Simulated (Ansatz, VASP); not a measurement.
# One calculation of SrO, two programs

INCAR

```
SYSTEM = SrO
PREC = Accurate
ENCUT = 520
EDIFF = 1E-6
ISMEAR = 0
SIGMA = 0.05
LREAL = .FALSE.
LASPH = .TRUE.
NELM = 80
ALGO = Normal
ISIF = 2
LWAVE = .FALSE.
LCHARG = .FALSE.
GGA = PS
NBANDS = 24
```

KPOINTS

```
regular mesh
0
G
  9 9 4
  0 0 0
```

POSCAR

```
SrO
1.0
    3.3437721139      0.0000000000      0.0000000000
   -1.6718860569      2.8957915951      0.0000000000
    0.0000000000      0.0000000000      7.0208484572
Sr O
2 2
Direct
    0.3333333333      0.6666666667      0.2500000000
    0.6666666667      0.3333333333      0.7500000000
    0.0000000000      0.0000000000      0.0000000000
    0.0000000000      0.0000000000      0.5000000000
```

Input for Ansatz:

```yaml
crystal:
  lattice:
    - [3.3437721139, 0.0, 0.0]
    - [-1.6718860569, 2.8957915951, 0.0]
    - [0.0, 0.0, 7.0208484572]
  atoms:
    - { symbol: Sr, position: [0.3333333333, 0.6666666667, 0.25] }
    - { symbol: Sr, position: [0.6666666667, 0.3333333333, 0.75] }
    - { symbol: O, position: [0.0, 0.0, 0.0] }
    - { symbol: O, position: [0.0, 0.0, 0.5] }
basis:
  ecutwfc: 420
kpoints:
  mp_grid: { grid: [9, 9, 4] }
hamiltonian:
  xc: pbesol
scf:
  occupations: { method: gaussian, width: 0.05 }
output:
  forces: true
  stress: true
  eigenvalues: true
```

Alike in both runs: task single point; functional PBEsol; k mesh 9 × 9 × 4; occupations gaussian, width 0.05 eV; no spin polarisation.

|  | VASP | Ansatz |
| --- | --- | --- |
| version | VASP 6.6.1 | Ansatz 0.2.0 |
| potentials or method | VASP PAW PBE potentials, release 64 (Sr_sv, O), cutoff 520 eV | scalar-relativistic, plane waves, PAW |
| valence electrons in the cell | 32 | 32 |

VASP gave:

- gap on the k mesh at the Fermi level (eV): 2.41
- least direct gap on the mesh (eV): 2.44
- pressure (GPa): -4.0
- traceless stress, the component that is largest in VASP (GPa): -25.86

Task: Estimate Ansatz's values.

Result: gap on the k mesh at the Fermi level (eV): 2.43; least direct gap on the mesh (eV): 2.47; pressure (GPa): -4.6; traceless stress, the component that is largest in VASP (GPa): -25.88.

VASP's potentials were made for PBE, not for PBEsol.
